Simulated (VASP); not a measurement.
**TiP47: single point with PBEsol**

System: TiP47, a slab with vacuum.

```xyz
48
Lattice="13.1408 0.0000 0.0000 0.0000 13.2981 0.0000 0.0000 0.0000 18.0000" Properties=species:S:1:pos:R:3 pbc="T T T"
P     0.0222    0.3703   10.2452
P    13.1024    4.8970    9.9851
P    13.1166    9.0617    9.9494
P     3.2989    0.4080   10.2200
P     3.3252    5.0947   10.0053
P     3.4549    9.0078    9.9640
P     6.5532    0.4082   10.2197
P     6.5267    5.0948   10.0060
P     6.3973    9.0079    9.9640
P     9.8296    0.3702   10.2453
P     9.8903    4.8963    9.9848
P     9.8761    9.0617    9.9497
P     1.6493    1.8886   10.1926
P     1.5981    6.3819    9.8879
P     1.6790   10.4398   10.1458
P     4.9260    1.9109   10.1749
P     4.9261   10.6526   10.1120
P     8.2028    1.8889   10.1925
P     8.2543    6.3816    9.8887
P     8.1731   10.4402   10.1457
P    11.4963    1.8352   10.1630
P    11.4962    6.3733    9.8434
P    11.4965   10.5690   10.1262
P    13.1359    3.9756    7.9531
P    13.1340    8.5601    7.7816
P     0.0472   12.8796    8.1624
P     3.2772    4.0764    8.0281
P     3.3201    8.4468    7.7946
P     3.2579   12.9369    8.1198
P     6.5745    4.0767    8.0284
P     6.5320    8.4464    7.7948
P     6.5940   12.9371    8.1197
P     9.8570    3.9755    7.9528
P     9.8585    8.5599    7.7819
P     9.8049   12.8799    8.1624
P     1.6714    2.5383    8.0656
P     1.6036    7.0303    7.7637
P     1.6858   11.3883    8.1137
P     4.9261    2.6125    8.0574
P     4.9259    6.9965    7.3188
P     4.9260   11.4914    8.0472
P     8.1802    2.5384    8.0656
P     8.2485    7.0297    7.7643
P     8.1664   11.3887    8.1135
P    11.4964    2.4756    8.0299
P    11.4963    7.0478    7.7183
P    11.4965   11.4448    8.0931
Ti    4.9260    6.9204    9.6747
```

| Quantity | Value |
| --- | --- |
| Program | VASP 6.6.1 |
| Task | single point |
| Functional | PBEsol |
| Potentials or basis | VASP PAW PBE potentials, release 64 (P, Ti_sv) |
| Cutoff | 400 eV |
| k mesh | 1 × 1 × 1 |
| Occupations | fermi-dirac, width 0.05 eV |
| Spin | collinear spin |

```yaml
Largest_force: 0.040 eV/Å
Net_moment: 0.97 μB per cell
Site_moments: P +0.00, +0.01, -0.01, -0.00, +0.02, +0.03 (each value once); Ti +0.49 μB
Valence_electrons_inside_the_program's_atomic_spheres: P 2.46, 2.47, 2.50, 2.45, 2.48 (each value once); Ti 10.33
```

Forces on the atoms (eV/Å):
```
P   -0.001  0.004 -0.006
P    0.001  0.016 -0.020
P    0.002  0.016 -0.023
P   -0.009  0.010 -0.013
P   -0.008 -0.009 -0.002
P   -0.007  0.024 -0.009
P    0.009  0.010 -0.011
P    0.009 -0.010 -0.004
P    0.007  0.023 -0.009
P    0.002  0.006 -0.007
P    0.001  0.018 -0.018
P   -0.001  0.017 -0.023
P    0.001 -0.013 -0.014
P    0.000 -0.012 -0.015
P    0.000 -0.006 -0.010
P    0.000 -0.010 -0.008
P   -0.002 -0.017 -0.012
P   -0.001 -0.015 -0.013
P   -0.002 -0.012 -0.017
P   -0.001 -0.006 -0.009
P    0.000 -0.008 -0.014
P   -0.001 -0.023 -0.015
P   -0.002 -0.003 -0.009
P    0.002 -0.013  0.005
P    0.007 -0.020  0.017
P   -0.003 -0.008  0.014
P    0.008 -0.009  0.003
P    0.005 -0.015  0.010
P    0.008 -0.011  0.018
P   -0.006 -0.008  0.005
P   -0.006 -0.016  0.010
P   -0.006 -0.012  0.018
P   -0.005 -0.015  0.004
P   -0.006 -0.019  0.015
P    0.004 -0.008  0.014
P   -0.004  0.011  0.019
P    0.000  0.006  0.008
P   -0.004  0.010  0.012
P   -0.002  0.019  0.024
P    0.000  0.035 -0.019
P    0.000  0.012  0.010
P    0.007  0.012  0.019
P   -0.001  0.008  0.008
P    0.003  0.009  0.010
P    0.001  0.010  0.023
P    0.001  0.015  0.017
P   -0.001  0.013  0.014
Ti   0.000 -0.007  0.002
```

Levels at points of the mesh, in eV from the Fermi level:
Spin up:
| k point | band 120 | band 121 | band 122 | band 123 | band 124 | band 125 | band 126 | band 127 | band 128 | band 129 |
| --- | --- | --- | --- | --- | --- | --- | --- | --- | --- | --- |
| (0.00, 0.00, 0.00) | -0.84 | -0.73 | -0.72 | -0.42 | -0.20 | 0.51 | 0.69 | 0.72 | 0.88 | 0.95 |
Spin down:
```tsv
k point	band 120	band 121	band 122	band 123	band 124	band 125	band 126	band 127
(0.00, 0.00, 0.00)	-0.81	-0.72	-0.70	-0.36	0.20	0.57	0.77	0.86
```

Wall time 49 min on 1 thread of Intel Xeon 8259CL, on a shared host, peak memory 2.3 GiB.

Caveat: the k points lie up to 0.48 Å⁻¹ apart; there is no dipole correction, which matters where the two faces differ; the PAW data sets were made with another functional, which shifts forces and pressure a little.
